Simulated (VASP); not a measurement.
Input of a VASP 6.6.1 run:

The input INCAR:

```
SYSTEM = HPt6
PREC = Accurate
ENCUT = 520
EDIFF = 1E-7
ISMEAR = 0
SIGMA = 0.1
LREAL = .False.
LASPH = .True.
NELM = 80
ALGO = Normal
ISIF = 2
LWAVE = .False.
LCHARG = .False.
LDIPOL = .True.
IDIPOL = 3
DIPOL = 0.5 0.5 0.312
GGA = PE
NBANDS = 74
```

File KPOINTS:

```
Automatic mesh
0
Gamma
  6 6 1
  0 0 0
```

The input POSCAR:

```
HPt6
1.0
    5.6145835605      0.0000000000      0.0000000000
   -2.8072917802      4.8623719950      0.0000000000
    0.0000000000      0.0000000000     22.6197373747
Pt H
12 2
Direct
    0.3333333333      0.1666666667      0.1768367127
    0.3333333333      0.6666666667      0.1768367127
    0.8333333333      0.1666666667      0.1768367127
    0.8333333333      0.6666666667      0.1768367127
    0.1666666667      0.3333333333      0.2789580515
    0.1666666667      0.8333333333      0.2789580515
    0.6666666667      0.3333333333      0.2789580515
    0.6666666667      0.8333333333      0.2789580515
    0.0000000000      0.0000000000      0.3810715055
    0.0000000000      0.5000000000      0.3810715055
    0.5000000000      0.0000000000      0.3810715055
    0.5000000000      0.5000000000      0.3810715055
    0.2114385736      0.4228771471      0.5136990400
    0.2885614264      0.5771228529      0.5136990400
```

Potentials or basis: VASP PAW PBE potentials, release 64 (Pt, H).

Launch:

```console
$ cat potpaw_PBE.64/Pt/POTCAR potpaw_PBE.64/H/POTCAR > POTCAR
$ mpirun -np 1 vasp_std > vasp.out
```

(1) Estimate the largest force.

(2) Estimate the band gap on the k mesh.

Results:

(1) 0.069 eV/Å.

(2) zero (bands 61 and 62 overlap by 0.75 eV).

Caveat: spin-orbit coupling is left out, which moves the levels of the heavy elements.
